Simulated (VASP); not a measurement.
# HPbNO4 (P1) in VASP: further runs, part 2 of 2

VASP 6.6.1. Earlier steps stand in the parts before.

### 3 Single point, HSE06

Contents of POSCAR:

```
HPbNO4
1.0
    3.8540400000      0.1438400000      0.0901200000
   -0.2532000000      5.5269800000      0.1647100000
   -0.4819700000     -1.9272000000      5.7202500000
H Pb N O
1 1 1 4
Direct
    0.1091300000      0.6571800000      0.5446300000
    0.6102900000      0.5212700000      0.1510000000
    0.9158000000      0.9626300000      0.9586700000
    0.0138400000      0.1363900000      0.8808400000
    0.7239800000      0.0105700000      0.1285800000
    0.0038900000      0.7373200000      0.8704300000
    0.1192700000      0.5932400000      0.3765100000
```

Contents of INCAR.step1:

```
PREC = Accurate ; ENCUT = 520
EDIFF = 1E-5 ; ISMEAR = -1
SIGMA = 0.05 ; LREAL = F
LASPH = T ; NELM = 60
ALGO = Normal ; ISIF = 2
LWAVE = T ; LCHARG = F
NBANDS = 31 ; GGA = PE
```

Contents of INCAR.step2:

```
PREC = Accurate ; ENCUT = 520
EDIFF = 1E-7 ; ISMEAR = -1
SIGMA = 0.05 ; LREAL = F
LASPH = T ; NELM = 60
ALGO = Normal ; ISIF = 2
LWAVE = F ; LCHARG = F
GGA = PE ; LHFCALC = T
HFSCREEN = 0.2079 ; PRECFOCK = Fast
NBANDS = 31 ; ISTART = 1
```

Contents of KPOINTS:

```
Automatic mesh
0
Gamma
  3 2 2
```

Potentials or basis: VASP PAW PBE potentials, release 64 (H, Pb_d, N, O).

The run is started by

```
> cat potpaw_PBE.64/H/POTCAR potpaw_PBE.64/Pb_d/POTCAR potpaw_PBE.64/N/POTCAR potpaw_PBE.64/O/POTCAR > POTCAR
> cp INCAR.step1 INCAR
> mpirun -np 1 vasp_std > vasp.out
> cp INCAR.step2 INCAR
> mpirun -np 1 vasp_std > vasp.out
```

OUTCAR:

```text
PREC = Accurate
   ENCUT = 520
   EDIFF = 1E-7
   ISMEAR = -1
   LREAL = F
   LASPH = T
   NELM = 60
   ISIF = 2
   GGA = PE
   LHFCALC = T
   HFSCREEN = 0.2079
   PRECFOCK = Fast
   ISTART = 1

 ion  position               nearest neighbor table
   1  0.109  0.657  0.545-   7 0.98
   2  0.610  0.521  0.151-   7 2.28   7 2.38   5 2.78   5 2.83   4 2.84   6 2.85
   3  0.916  0.963  0.959-   4 1.25   6 1.27   5 1.28
   4  0.014  0.136  0.881-   3 1.25   2 2.84
   5  0.724  0.011  0.129-   3 1.28   2 2.78   2 2.83
   6  0.004  0.737  0.870-   3 1.27   2 2.85
   7  0.119  0.593  0.377-   1 0.98   2 2.28   2 2.38

  LATTYP: Found a triclinic cell.
 ALAT       =     6.9506566964
 B/A-ratio  =     0.5550232440
 C/A-ratio  =     0.7963604173
 COS(alpha) =     0.0077737674
 COS(beta)  =     0.2535091708
 COS(gamma) =     0.4946358889

  Lattice vectors:

 A1 = (  -3.3720700000,   1.7833600000,  -5.8103700000)
 A2 = (  -3.8540400000,  -0.1438400000,  -0.0901200000)
 A3 = (  -0.2532000000,   5.5269800000,   0.1647100000)

Analysis of symmetry for initial positions (statically):
=====================================================================
 Subroutine PRICEL returns:
 Original cell was already a primitive cell.

 Routine SETGRP: Setting up the symmetry group for a
 triclinic supercell.

 Subroutine GETGRP returns: Found  1 space group operations
 (whereof  1 operations were pure point group operations)
 out of a pool of  2 trial point group operations.

The static configuration has the point symmetry C_1 .

Analysis of symmetry for dynamics (positions and initial velocities):
=====================================================================
 Subroutine PRICEL returns:
 Original cell was already a primitive cell.

 Routine SETGRP: Setting up the symmetry group for a
 triclinic supercell.

 Subroutine GETGRP returns: Found  1 space group operations
 (whereof  1 operations were pure point group operations)
 out of a pool of  2 trial point group operations.

The dynamic configuration has the point symmetry C_1 .

 Subroutine INISYM returns: Found  1 space group operations
 (whereof  1 operations are pure point group operations),
 and found     1 'primitive' translations

----------------------------------------------------------------------------------------

                                     Primitive cell

  volume of cell :     123.5525

  direct lattice vectors                    reciprocal lattice vectors
     3.854040000  0.143840000  0.090120000     0.258457951  0.011080161  0.025509840
    -0.253200000  5.526980000  0.164710000    -0.008065233  0.178786348  0.059555063
    -0.481970000 -1.927200000  5.720250000    -0.003839658 -0.005322572  0.172700798

  length of vectors
     3.857776028  5.535227867  6.055382315     0.259950062  0.188617103  0.172825456

  position of ions in fractional coordinates (direct lattice)
     0.109130000  0.657180000  0.544630000
[... 49 lines left out ...]
 -0.000000 -0.000000  0.500000      1.000000
  0.333333 -0.000000  0.500000      2.000000
 -0.000000  0.500000  0.500000      1.000000
  0.333333  0.500000  0.500000      2.000000
   k-points           NKPTS =      8   k-points in BZ     NKDIM =     12   number of bands    NBANDS=     31
   number of dos      NEDOS =    301   number of ions     NIONS =      7
   total plane-waves  NPLWV =  60480
   dimension x,y,z NGX =    30 NGY =   42 NGZ =   48
   dimension x,y,z NGXF=    60 NGYF=   84 NGZF=   96
   ions per type =               1   1   1   4
   NGX,Y,Z   is equivalent  to a cutoff of  12.93, 12.61, 13.18 a.u.
   NGXF,Y,Z  is equivalent  to a cutoff of  25.86, 25.23, 26.36 a.u.
 SYSTEM =  unknown system
   PREC   = accura    normal or accurate (medium, high low for compatibility)
   ISTART =      1    job   : 0-new  1-cont  2-samecut
   ICHARG =      0    charge: 1-file 2-atom 10-const
   ISPIN  =      1    spin polarized calculation?
   LNONCOLLINEAR =      F non collinear calculations
   LSORBIT =      F    spin-orbit coupling
   LASPH  =      T    aspherical Exc in radial PAW
   ENCUT  =  520.0 eV  38.22 Ry    6.18 a.u.   7.17 10.29 11.26*2*pi/ulx,y,z
   NELM   =     60;   NELMIN=  2; NELMDL=  0     # of ELM steps
   EDIFF  = 0.1E-06   stopping-criterion for ELM
   LREAL  =      F    real-space projection
   EDIFFG = 0.1E-05   stopping-criterion for IOM
   NSW    =      0    number of steps for IOM
   IBRION =     -1    ionic relax: 0-MD 1-quasi-New 2-CG
   NFREE  =      0    steps in history (QN), initial steepest desc. (CG)
   ISIF   =      2    stress and relaxation
   ISYM   =      3    0-nonsym 1-usesym 2-fastsym
   POTIM  = 0.5000    time-step for ionic-motion
   TEBEG  =    0.0;   TEEND  =   0.0 temperature during run
   PSTRESS=    0.0 pullay stress
   NELECT =      44.0000    total number of electrons
   NUPDOWN=      -1.0000    fix difference up-down
   EMIN   =  10.00;   EMAX   =-10.00  energy-range for DOS
   EFERMI =   0.00;   METHOD = LEGACY
   ISMEAR =    -1;   SIGMA  =   0.05  broadening in eV -4-tet -1-fermi 0-gaus
   EFERMI_NEDOS =   21; number of points for ismear=-14 and -15
   IALGO  =     38    algorithm
   IMIX   =      1    mixing-type and parameters
     AMIX     =   0.40;   BMIX     =  1.00
     AMIX_MAG =   1.60;   BMIX_MAG =  1.00
  volume/ion in A,a.u.               =      17.65       119.11
  Fermi-wavevector in a.u.,A,eV,Ry     =   1.160402  2.192842 18.320693  1.346533
  Thomas-Fermi vector in A             =   2.296985
   LORBIT       =      0    0 simple, 1 ext, 2 COOP (PROOUT), +10 PAW based schemes
   GGA     = PE    functional components
   LHFCALC =     T    Hartree Fock is set to
   PRECFOCK=fast      Normal, Fast or Accurate (Low or Medium for compatibility)
   ENCUT4O =  -1.0   cutoff for four orbital integrals eV
   NKREDX  =     1    reduce k-point grid by
   NKREDY  =     1    reduce k-point grid by
   NKREDZ  =     1    reduce k-point grid by
   AEXX    =    0.2500 exact exchange contribution
   HFSCREEN=    0.2079 screening length (either q_TF or 0.3 A-1)
   HFSCREENC=   0.2079 screening length for correlation (either q_TF or 0.3 A-1)
   ENCUTFOCK=  -1.0 apply spherical cutoff to Coloumb kernel
   IVDW    =     0    specifies the selected vdW correction
   LEPSILON=     F    determine dielectric tensor
   LRPA    =     F    only Hartree local field effects (RPA)
 non-spin polarized calculation
  energy-cutoff  :      520.00
  volume of cell :      123.55
 maximum number of plane-waves:      3341
 NGX is ok and might be reduce to    30
  NGX = 16; NGY = 24; NGZ = 28

 number of electron      44.0000005 magnetization

 Free energy of the ion-electron system (eV)
  ---------------------------------------------------
  ext. energy  EPLUGINS =         0.00000000
  ---------------------------------------------------
  free energy    TOTEN  =       -51.22937650 eV

  energy without entropy =      -51.22937650  energy(sigma->0) =      -51.22937650

 E-fermi :  -0.4281     XC(G=0):  -6.2747

 val. band max:       -1.5503216378   @ k =   0.3333   0.5000   0.5000
 cond. band min:       2.9060507461   @ k =   0.3333  -0.0000   0.5000
 fundamental gap:      4.4563723839
 Fermi energy:        -0.4281094214

 k-point     1 :       0.0000    0.0000    0.0000
  band No.  band energies     occupation
      1     -29.5538      2.00000
      2     -23.7820      2.00000
      3     -23.5217      2.00000
      4     -20.8174      2.00000
      5     -17.8781      2.00000
      6     -17.8521      2.00000
[... 261 lines left out ...]
     30      10.3306      0.00000
     31      10.8887      0.00000

------------------------ aborting loop because EDIFF is reached ----------------------------------------

  FORCE on cell =-STRESS in cart. coord.  units (eV):
  Direction    XX          YY          ZZ          XY          YZ          ZX
  --------------------------------------------------------------------------------------
  -------------------------------------------------------------------------------------
  Total       -1.7584842     -2.1262015     -2.1395227     -0.0448325      0.0127119      0.9654078
  in kB      -22.8032825    -27.5716862    -27.7444301     -0.5813693      0.1648431     12.5190026
  external PRESSURE =     -26.0397996 kB  Pullay stress =       0.0000000 kB

 VOLUME and BASIS-vectors are now :
 -----------------------------------------------------------------------------
  energy-cutoff  :      520.00
  volume of cell :      123.55
      direct lattice vectors                 reciprocal lattice vectors
     3.854040000  0.143840000  0.090120000     0.258457951  0.011080161  0.025509840
    -0.253200000  5.526980000  0.164710000    -0.008065233  0.178786348  0.059555063
    -0.481970000 -1.927200000  5.720250000    -0.003839658 -0.005322572  0.172700798

 POSITION                                       TOTAL-FORCE (eV/Angst)
 -----------------------------------------------------------------------------------
     -0.00830      2.59831      3.23350         0.075652     -0.020336     -0.471273
      2.14732      2.67783      1.00462         0.040953      0.001183      0.185615
      2.82374      3.60462      5.72492        -0.018883     -0.066446      0.049366
     -0.40573     -0.94174      5.06234        -0.307196     -0.835190      0.360663
      2.72560     -0.08524      0.80250         0.696165      0.083777     -0.808982
     -0.59122      2.39822      5.10087        -0.360353      0.811710      0.451721
      0.12800      2.57037      2.26219        -0.126339      0.025302      0.232889
 -----------------------------------------------------------------------------------
    total drift:                                0.004012     -0.000464      0.000401

  FREE ENERGIE OF THE ION-ELECTRON SYSTEM (eV)
  ---------------------------------------------------
  free  energy   TOTEN  =       -51.2293765039 eV

  energy  without entropy=      -51.2293765038  energy(sigma->0) =      -51.22937650
```

It took 7.5 min on 1 thread of Intel Xeon Platinum 8259CL at 2.50GHz (Skylake/Cascade Lake), shared host; peak memory 0.37 GiB.

What came out:

| Quantity | Value |
| --- | --- |
| Free energy | -51.2294 eV |
| Pressure | -2.6 GPa |
| Largest force | 1.071 eV/Å |
| Band gap on the k mesh | 4.46 eV (least direct gap 4.59 eV) |

Forces on the atoms (eV/Å):
```
H    0.076 -0.020 -0.471
Pb   0.041  0.001  0.186
N   -0.019 -0.066  0.049
O   -0.307 -0.835  0.361
O    0.696  0.084 -0.809
O   -0.360  0.812  0.452
O   -0.126  0.025  0.233
```

Caveat: the k points lie up to 0.59 Å⁻¹ apart; the standard files for N, O and F lose accuracy on very short bonds; the PAW data sets were made with another functional, which shifts forces and pressure a little; spin-orbit coupling is left out, which moves the levels of the heavy elements; an odd mesh through Γ misses points on the zone boundary, where band edges can lie.

### 4 Single point, PBEsol

Contents of INCAR:

```
PREC = Accurate
ENCUT = 600
EDIFF = 1E-6
ISMEAR = -1
SIGMA = 0.05
LREAL = False
LASPH = True
NELM = 120
ALGO = Normal
ISIF = 2
LWAVE = False
LCHARG = False
GGA = PS
NBANDS = 31
GGA_COMPAT = False
```

Contents of KPOINTS:

```
Automatic mesh
0
Gamma
  5 4 4
```

POSCAR is that of step 3.

The run is started by

```
> cat potpaw_PBE.64/H/POTCAR potpaw_PBE.64/Pb_d/POTCAR potpaw_PBE.64/N/POTCAR potpaw_PBE.64/O/POTCAR > POTCAR
> mpirun -np 1 vasp_std > vasp.out
```

It took 2.1 min on 1 thread of Intel Xeon Platinum 8488C (Sapphire Rapids), shared host; peak memory 0.38 GiB.

Results (log left out):

| Item | Value |
| --- | --- |
| Free energy | -42.1994 eV |
| Pressure | -1.7 GPa |
| Largest force | 0.483 eV/Å |
| Band gap on the k mesh | 3.13 eV (least direct gap 3.20 eV) |

Forces in eV/Å, atoms in the order of the input:
```
H   -0.051  0.004  0.308
Pb   0.087  0.005  0.091
N   -0.029 -0.014  0.057
O   -0.001  0.063  0.064
O   -0.020 -0.018 -0.038
O    0.005 -0.044  0.000
O    0.010  0.003 -0.483
```

Stress tensor (GPa, compression positive):
```
-2.18  0.01  0.09
 0.01 -1.66 -0.01
 0.09 -0.01 -1.14
```

Levels at points of the mesh, in eV from the valence-band top:
```
           k point  band 19  band 20  band 21  band 22  band 23  band 24  band 25  band 26
(0.00, 0.00, 0.00)    -1.71    -1.50    -0.70    -0.40     3.48     4.31     5.76     6.08
(0.00, 0.50, 0.00)    -1.51    -1.14    -0.87    -0.56     3.53     4.28     4.61     7.62
(0.00, 0.00, 0.50)    -1.55    -1.28    -0.73    -0.38     3.29     3.79     5.74     7.14
(0.00, 0.50, 0.50)    -1.57    -1.01    -0.85    -0.54     3.50     4.01     4.60     7.59
```

Caveat: the standard files for N, O and F lose accuracy on very short bonds; the PAW data sets were made with another functional, which shifts forces and pressure a little; spin-orbit coupling is left out, which moves the levels of the heavy elements; an odd mesh through Γ misses points on the zone boundary, where band edges can lie.

### 5 Single point, PBEsol+D3(BJ)

This run uses another cell than the first one, of 15.98 Å³/atom.

Contents of INCAR:

```
SYSTEM = HPbNO4
PREC = Accurate ; ENCUT = 520
EDIFF = 1E-7 ; ISMEAR = -1
SIGMA = 0.05 ; LREAL = .FALSE.
LASPH = .TRUE. ; NELM = 60
ALGO = Normal ; ISIF = 2
LWAVE = .FALSE. ; LCHARG = .TRUE.
GGA = PS ; IVDW = 12
LELF = .TRUE. ; LVHAR = .TRUE.
NBANDS = 31
```

Contents of KPOINTS:

```
Automatic mesh
0
G
  5 4 4
  0 0 0
```

Contents of POSCAR:

```
HPbNO4
1.0
    3.7660933861      0.1532735193     -0.0161005156
   -0.2358322056      5.4566049576      0.1657968378
   -0.6263942060     -1.8994920595      5.3788230543
H Pb N O
1 1 1 4
Direct
    0.1236323657      0.6595122582      0.5648950589
    0.5939906499      0.5197290153      0.1454034882
    0.9132801081      0.9632555544      0.9531787954
    0.0047573616      0.1322982555      0.8652281564
    0.7269951981      0.0161613668      0.1289021917
    0.0041480370      0.7346482546      0.8678587409
    0.1293962796      0.5929952952      0.3851935685
```

The run is started by

```
> cat potpaw_PBE.64/H/POTCAR potpaw_PBE.64/Pb_d/POTCAR potpaw_PBE.64/N/POTCAR potpaw_PBE.64/O/POTCAR > POTCAR
> mpirun -np 1 vasp_std > vasp.out
```

Wall time 2.6 min (1 thread of Intel Xeon Platinum 8259CL at 2.50GHz (Skylake/Cascade Lake), shared host); peak memory 0.32 GiB.

It converged, with:

```yaml
Free_energy: -42.7341 eV
Pressure: 0.7 GPa
Largest_force: 0.542 eV/Å
Band_gap_on_the_k_mesh: 3.00 eV
Dispersion_energy_per_atom: -0.075 eV
```

Forces in eV/Å, atoms in the order of the input:
```
H   -0.016 -0.005  0.115
Pb  -0.019  0.000 -0.022
N   -0.014 -0.068  0.021
O    0.160  0.482 -0.189
O   -0.302 -0.029  0.344
O    0.166 -0.381 -0.185
O    0.024  0.001 -0.084
```

Stress tensor (GPa, compression positive):
```
 0.36  0.03 -0.66
 0.03  1.17 -0.06
-0.66 -0.06  0.65
```

Levels at points of the mesh, in eV from the valence-band top:
```
           k point  band 20  band 21  band 22  band 23  band 24  band 25
(0.00, 0.00, 0.00)    -1.58    -0.82    -0.62     3.33     4.48     5.86
(0.00, 0.50, 0.00)    -1.22    -1.00    -0.71     3.40     4.30     4.76
(0.00, 0.00, 0.50)    -1.22    -0.88    -0.56     3.16     3.77     5.83
(0.00, 0.50, 0.50)    -1.04    -0.95    -0.68     3.34     4.01     4.70
```

Caveat: the standard files for N, O and F lose accuracy on very short bonds; the PAW data sets were made with another functional, which shifts forces and pressure a little; spin-orbit coupling is left out, which moves the levels of the heavy elements; an odd mesh through Γ misses points on the zone boundary, where band edges can lie.

### 6 Overview

```csv
level,cell,k mesh,cutoff (eV),grid for exact exchange (PRECFOCK),share of exact exchange,screening parameter,gap on the mesh (eV),pressure (GPa),largest force (eV/Å)
PBE,"a = 3.858, b = 5.535, c = 6.055 Å, angles 106.6, 94.0, 90.4°, 7 atoms, atomic positions A",4 × 2 × 2,520,-,-,-,3.11,0.6,0.43
HSE06,"a = 3.858, b = 5.535, c = 6.055 Å, angles 106.6, 94.0, 90.4°, 7 atoms, atomic positions A",3 × 2 × 2,520,Fast,0.25,0.2079 1/Å,4.46,-2.6,1.07
PBEsol,"a = 3.858, b = 5.535, c = 6.055 Å, angles 106.6, 94.0, 90.4°, 7 atoms, atomic positions A",5 × 4 × 4,600,-,-,-,3.13,-1.7,0.48
PBEsol+D3(BJ),"a = 3.769, b = 5.464, c = 5.739 Å, angles 107.3, 97.3, 90.2°, 7 atoms, atomic positions B",5 × 4 × 4,520,-,-,-,3.00,0.7,0.54
```

Alike in all rows: task single point; potentials or basis VASP PAW PBE potentials, release 64 (H, Pb_d, N, O); no spin polarisation; smearing fermi-dirac 0.05 eV.

Caveats: some runs use coarse meshes; the standard files for N, O and F lose accuracy on very short bonds; spin-orbit coupling is left out, which moves the levels of the heavy elements; the PAW data sets were made with another functional, which shifts forces and pressure a little (at least some runs); an odd mesh through Γ misses points on the zone boundary, where band edges can lie (at least some runs).

Absolute energies hang on the potentials; compare differences alone.
